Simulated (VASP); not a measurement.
C:

```
C
1.0
     1.92608    0.00000    0.00000
     0.00000    1.92608    0.00000
     0.00000    0.00000    1.92608
C
1
Direct
  0.00000 0.00000 0.00000
```

```yaml
Program: VASP 6.6.1
Task: relaxation of cell and atoms
Functional: RPBE
Potentials_or_basis: VASP PAW PBE potentials, release 64 (C)
Cutoff: 600 eV
k_mesh: 16 × 16 × 16
Occupations: fermi-dirac, width 0.1 eV
Spin: no spin polarisation
```

At the start: pressure -42.6 GPa; volume 7.15 Å³/atom.

Task: Where does the relaxation end?

Result: Over 6 steps the energy falls by 251.5 meV/atom and the volume is 5.61 Å³/atom (-21.5 %); space group Pm-3m (No. 221, to 0.05 Å).

The path:
| step | energy change (eV) | largest force (eV/Å) | pressure (GPa) | volume (Å³) |
| --- | --- | --- | --- | --- |
| 1 | 0.0000 | 0.0000 | -42.63 | 7.15 |
| 2 | -0.2392 | 0.0000 | 16.19 | 5.35 |
| 3 | -0.2514 | 0.0000 | -0.40 | 5.62 |
| 4 | -0.2514 | 0.0000 | 1.14 | 5.59 |
| 5 | -0.2514 | 0.0000 | -0.59 | 5.62 |
| 6 | -0.2515 | 0.0000 | 0.00 | 5.61 |

Final structure:
```
C
1.0
     1.77677    0.00000    0.00000
     0.00000    1.77677    0.00000
     0.00000    0.00000    1.77677
C
1
Direct
  0.00000 0.00000 0.00000
```

Caveat: the volume moved by over 15 % at a fixed basis, so the end points are rough; the PAW data sets were made with another functional, which shifts forces and pressure a little.
